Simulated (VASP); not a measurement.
A run of VASP 6.6.1 is set up as follows.

File INCAR:

```
PREC     = Accurate       # precision mode
ENCUT    = 600            # plane-wave cutoff, eV
EDIFF    = 1E-7           # SCF threshold, eV
ISMEAR   = 0              # smearing method
SIGMA    = 0.1            # smearing width, eV
LREAL    = False          # projectors in reciprocal space
LASPH    = True           # aspherical terms in the spheres
NELM     = 200            # most SCF steps
ALGO     = Normal         # electronic algorithm
ISIF     = 3              # what is computed and relaxed
LWAVE    = False          # write WAVECAR
LCHARG   = False          # write CHGCAR
GGA      = PE             # functional
IBRION   = 2              # ionic algorithm
NSW      = 90             # ionic steps
EDIFFG   = -0.04          # ionic threshold
GGA_COMPAT= False        
NELMIN   = 4            
LMAXMIX  = 6              # l up to which the mixer works
```

File KPOINTS:

```
regular mesh
0
Gamma
  6 6 6
```

File POSCAR:

```
HoO
1.0
    3.2471170357      0.0000000000      0.0000000000
   -1.6235585179      2.8120858420      0.0000000000
    0.0000000000      0.0000000000      3.0965593402
Ho O
1 1
Direct
    0.0000000000      0.0000000000      0.0000000000
    0.6666666667      0.3333333333      0.5000000000
```

Potentials or basis: VASP PAW PBE potentials, release 64 (Ho_3, O), 4f in core.

Launch:

```bash
$ cat potpaw_PBE.64/Ho_3/POTCAR potpaw_PBE.64/O/POTCAR > POTCAR
$ mpirun -np 1 vasp_std > vasp.out
```

Task: What does it give for the relaxed volume?

Result: 14.20 Å³/atom.

Task: What does it give for the band gap on the k mesh?

Result: Zero (an odd number of electrons rules out a gap without spin polarisation).

Task: Estimate the relaxed cell.

Result: a = 3.259 Å, b = 3.259 Å, c = 3.088 Å, α = 90.00°, β = 90.00°, γ = 120.00°.

Task: Estimate the space group after relaxing (to 0.1 Å).

Result: P-6m2 (No. 187).

Final structure:
```yaml
crystal:
  lattice:
    - [3.25902, 0.00000, 0.00000]
    - [-1.62951, 2.82240, 0.00000]
    - [0.00000, 0.00000, 3.08799]
  atoms:
    - { symbol: Ho, position: [0.00000, 0.00000, 0.00000] }
    - { symbol: O, position: [0.66667, 0.33333, 0.50000] }
```

Caveat: the k points lie up to 0.37 Å⁻¹ apart in the final cell, too coarse for converged energies and pressures of a metal; spin-orbit coupling is left out, which moves the levels of the heavy elements; the 4f electrons are frozen in the core, so they carry no moment and show no levels; an odd number of electrons without spin polarisation forces a metal; a magnetic or distorted state may lie lower; the run has no spin polarisation, though such a crystal can be magnetic. With open d or f shells a metallic result of PBE can be an artefact of self-interaction; +U or a hybrid may open a gap.
